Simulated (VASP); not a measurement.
**Si (a cell with a defect): single point with PBE**

The system is Si (a cell with a defect).

```
Si
1.0
     0.00000    5.47009   -5.47009
     5.47009    5.47009    0.00000
     5.47009    0.00000   -5.47009
Si
15
Direct
  0.18750 0.93750 0.18750
  0.12447 0.63302 0.12447
  0.62495 0.12408 0.12603
  0.61803 0.63302 0.12447
  0.12603 0.12408 0.62495
  0.12447 0.63302 0.61803
  0.62495 0.12408 0.62495
  0.62476 0.62572 0.62476
  0.25053 0.24198 0.25053
  0.75005 0.75092 0.24897
  0.75697 0.24198 0.25053
  0.24897 0.75092 0.75005
  0.25053 0.24198 0.75697
  0.75005 0.75092 0.75005
  0.75024 0.24928 0.75024
```

```json
{
  "Program": "VASP 6.6.1",
  "Task": "single point",
  "Functional": "PBE",
  "Potentials or basis": "VASP PAW PBE potentials, release 64 (Si)",
  "Cutoff": "520 eV",
  "k mesh": "2 × 2 × 2",
  "Occupations": "gaussian, width 0.02 eV",
  "Spin": "no spin polarisation"
}
```

```json
{
 "Pressure": "-3.6 GPa",
 "Largest force": "0.013 eV/Å",
 "Band gap on the k mesh": "zero (band 30 reaches 5.74 eV, above the bottom of band 31 at 5.09 eV)"
}
```

Forces on the atoms (eV/Å):
```
Si   0.000  0.000  0.000
Si  -0.002 -0.002  0.005
Si  -0.010  0.006  0.006
Si  -0.002  0.005 -0.002
Si   0.006 -0.010  0.006
Si   0.005 -0.002 -0.002
Si   0.006  0.006 -0.010
Si  -0.006 -0.006 -0.006
Si   0.002  0.002 -0.005
Si   0.010 -0.006 -0.006
Si   0.002 -0.005  0.002
Si  -0.006  0.010 -0.006
Si  -0.005  0.002  0.002
Si  -0.006 -0.006  0.010
Si   0.006  0.006  0.006
```

Stress tensor (GPa, compression positive):
```
-3.63 -1.61 -1.61
-1.61 -3.63 -1.61
-1.61 -1.61 -3.63
```

Levels at points of the mesh, in eV from the Fermi level:
```tsv
k point	band 27	band 28	band 29	band 30	band 31	band 32	band 33	band 34
(0.00, 0.00, 0.00)	-0.49	-0.49	-0.39	0.65	0.65	0.81	0.84	0.84
(0.50, 0.00, 0.00)	-1.33	-1.13	-0.73	-0.62	0.94	1.06	1.29	1.54
(0.00, 0.50, 0.00)	-1.52	-1.52	-0.02	-0.02	0.27	0.27	1.71	1.71
(0.50, 0.50, 0.00)	-1.63	-1.55	-1.24	-0.53	0.00	0.83	1.21	1.41
```

Wall time 52 s on 1 thread of Intel(R) Xeon(R) 6975P-C (Granite Rapids) (shared host), peak memory 0.44 GiB.

Caveat: the k points lie up to 0.50 Å⁻¹ apart.
